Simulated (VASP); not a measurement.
Crystal: Y.

```
Y
1.0
     0.00000    3.21951    3.21951
     3.21951    0.00000    3.21951
     3.21951    3.21951    0.00000
Y
2
Direct
  0.00000 0.00000 0.00000
  0.25000 0.25000 0.25000
```

```yaml
Program: VASP 6.6.1
Task: relaxation of cell and atoms
Functional: PBE
Potentials_or_basis: VASP PAW PBE potentials, release 64 (Y_sv)
Cutoff: 600 eV
k_mesh: 9 × 9 × 9
Occupations: fermi-dirac, width 0.05 eV
Spin: no spin polarisation
```

At the start: pressure 4.0 GPa; volume 33.37 Å³/atom.

**Question.** How do energy, volume and symmetry change on relaxing?

**Answer.** Over 8 steps the energy falls by 129.8 meV/atom and the volume is 43.86 Å³/atom (+31.4 %); space group Fd-3m (No. 227, to 0.05 Å).

Step by step:
```
step  energy change (eV)  largest force (eV/Å)  pressure (GPa)  volume (Å³)
   1              0.0000                0.0000            4.03        66.74
   2             -0.1731                0.0000            2.50        75.19
   3             -0.2161                0.0000           -0.75       101.77
   4             -0.2483                0.0000           -0.52        93.57
   5             -0.2506                0.0000            0.68        82.99
   6             -0.2591                0.0000           -0.14        88.61
   7             -0.2595                0.0000            0.04        87.28
   8             -0.2595                0.0000           -0.02        87.73
```

Final structure:
```
Y
1.0
     0.00000    3.52667    3.52667
     3.52667    0.00000    3.52667
     3.52667    3.52667    0.00000
Y
2
Cartesian
  0.0000 0.0000 0.0000
  1.7633 1.7633 1.7633
```

Caveat: the volume moved by over 15 % at a fixed basis, so the end points are rough.
